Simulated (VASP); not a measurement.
Wanted: the native input for a VASP 6.6.1 run.

- Task: single point
- Functional: PBE
- Potentials or basis: VASP PAW PBE potentials, release 64 (Si)
- Cutoff: 520 eV
- k mesh: 6 × 6 × 6
- Occupations: fermi-dirac, width 0.1 eV
- Spin: no spin polarisation
- Dipole correction: no
- Further INCAR settings: ALGO = Normal; EDIFF = 1e-06; NBANDS = 11

The structure of Si lies in POSCAR:

```
Si
1.0
    0.0000000000      2.7355557478      2.7355557478
    2.7355557478      0.0000000000      2.7355557478
    2.7355557478      2.7355557478      0.0000000000
Si
2
Direct
    0.0000000000      0.0000000000      0.0000000000
    0.2500000000      0.2500000000      0.2500000000
```

One way to write it, as run:

INCAR

```
PREC = Accurate ; ENCUT = 520
EDIFF = 1E-6 ; ISMEAR = -1
SIGMA = 0.1 ; LREAL = F
LASPH = T ; NELM = 100
ALGO = Normal ; ISIF = 2
LWAVE = F ; LCHARG = T
GGA = PE ; LELF = T
LVHAR = T ; NBANDS = 11
```

KPOINTS

```
regular mesh
0
Gamma
  6 6 6
```

Potentials or basis: VASP PAW PBE potentials, release 64 (Si).

Launch:

```bash
$ cat potpaw_PBE.64/Si/POTCAR > POTCAR
$ mpirun -np 1 vasp_std > vasp.out
```

It gave:

```yaml
Pressure: -0.1 GPa
Band_gap_on_the_k_mesh: 0.75 eV, indirect (least direct gap 2.55 eV)
```

Wall time 4 s on 1 thread of Intel(R) Xeon(R) 6975P-C (Granite Rapids) (shared host), peak memory 0.15 GiB.
